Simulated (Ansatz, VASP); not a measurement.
PbSe: VASP beside Ansatz

```
CELL_PARAMETERS angstrom
-0.03108 3.10796 3.10796
3.10796 -0.03108 3.10796
3.07688 3.07688 0.00000
ATOMIC_POSITIONS crystal
Pb 0.00000 0.00000 0.00000
Se 0.50000 0.50000 0.50000
```

Change from the starting cell: xy shear strain of -2 %, crystal datasets.

Alike in both runs: task electric field gradients; functional PBE; k mesh 10 × 10 × 10; occupations fermi-dirac, width 0.03 eV; no spin polarisation.

|  | VASP | Ansatz |
| --- | --- | --- |
| version | VASP 6.6.1 | Ansatz 0.2.0 |
| potentials or method | VASP PAW PBE potentials, release 64 (Pb_d, Se), cutoff 520 eV | all-electron PAW with datasets made for the crystal, scalar-relativistic |

|  | VASP | Ansatz | Ansatz less VASP |
| --- | --- | --- | --- |
| pressure (GPa) | 0.0 | 0.0 | +0.02 |
| traceless stress, the component that is largest in VASP (GPa) | 0.35 | 0.35 | -0.001 |
| size of Vzz on the site where it differs most (V/Å²) | 2.4 | 4.2 | +1.79 |

Ansatz ran all-electron here, and VASP with PAW potentials.

Spin-orbit coupling is off throughout.
